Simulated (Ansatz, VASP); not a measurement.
W4N in VASP and in Ansatz

File INCAR:

```
PREC = Accurate ; ENCUT = 520
EDIFF = 1E-6 ; ISMEAR = 0
SIGMA = 0.1 ; LREAL = F
LASPH = T ; NELM = 150
ALGO = Normal ; ISIF = 2
LWAVE = F ; LCHARG = T
ISPIN = 2 ; MAGMOM = 0 0 0 0 0 0 0 0 0 0
LORBIT = 11 ; LMAXMIX = 4
GGA = PE ; LELF = T
LVHAR = T ; NBANDS = 76
```

The input KPOINTS:

```
regular mesh
0
Gamma
  4 4 2
```

POSCAR

```
W4N
1.0
    4.5316129585      0.0000000000      0.0000000000
   -0.6268373607      4.5162661771      0.0000000000
   -0.1213596719     -0.2807314462      8.5952999033
W N
8 2
Direct
    0.3273512221      0.4033420238      0.6689274622
    0.4268820207      0.4346029951      0.3209964975
    0.8436300342      0.6438739438      0.5326270409
    0.5434282359      0.3321309876      0.9943248862
    0.9731243517      0.6656580919      0.8573366314
    0.9505188143      0.5447454505      0.1776626212
    0.5489974053      0.9084536650      0.7614247413
    0.6855030234      0.9557080447      0.2672921375
    0.8353313883      0.0634794163      0.9314198574
    0.8652335040      0.0480053815      0.4879881245
```

Input for Ansatz:

```yaml
crystal:
  lattice:
    - [4.5316129585, 0.0, 0.0]
    - [-0.6268373607, 4.5162661771, 0.0]
    - [-0.1213596719, -0.2807314462, 8.5952999033]
  atoms:
    - { symbol: W, position: [0.3273512221, 0.4033420238, 0.6689274622] }
    - { symbol: W, position: [0.4268820207, 0.4346029951, 0.3209964975] }
    - { symbol: W, position: [0.8436300342, 0.6438739438, 0.5326270409] }
    - { symbol: W, position: [0.5434282359, 0.3321309876, 0.9943248862] }
    - { symbol: W, position: [0.9731243517, 0.6656580919, 0.8573366314] }
    - { symbol: W, position: [0.9505188143, 0.5447454505, 0.1776626212] }
    - { symbol: W, position: [0.5489974053, 0.908453665, 0.7614247413] }
    - { symbol: W, position: [0.6855030234, 0.9557080447, 0.2672921375] }
    - { symbol: "N", position: [0.8353313883, 0.0634794163, 0.9314198574] }
    - { symbol: "N", position: [0.865233504, 0.0480053815, 0.4879881245] }
basis:
  ecutwfc: 420
kpoints:
  mp_grid: { grid: [4, 4, 2] }
hamiltonian:
  xc: pbe
scf:
  occupations: { method: gaussian, width: 0.1 }
  lower_state_search: "off"
output:
  forces: true
  stress: true
  eigenvalues: true
  populations: true
magnetization:
  spin_polarized: true
```

Change from the starting cell: the structure that the rattled cell fell into.

Alike in both runs: task single point; functional PBE; k mesh 4 × 4 × 2; occupations gaussian, width 0.1 eV; collinear spin.

|  | VASP | Ansatz |
| --- | --- | --- |
| version | VASP 6.6.1 | Ansatz 0.2.0 |
| potentials or method | VASP PAW PBE potentials, release 64 (W_sv, N), cutoff 520 eV | scalar-relativistic, plane waves, PAW |
| valence electrons in the cell | 122 | 122 |

```csv
,VASP,Ansatz,Ansatz less VASP
gap on the k mesh at the Fermi level (eV),none,none,-
pressure (GPa),-0.6,-1.3,-0.67
"traceless stress, the component that is largest in VASP (GPa)",-4.68,-4.53,+0.157
rms of the force components (eV/Å),0.971,0.937,-0.0342
```

Atom by atom the forces differ by 0.059 eV/Å (rms over components). A gap of «none» marks a metal or a gap that the smearing closes. The functional is the same, so the differences come from potentials, cutoffs and numerics. Ansatz's warnings: no starting moments.

The k mesh is coarse, so the values compare programs but aren't converged. Neither program's run includes spin-orbit coupling.
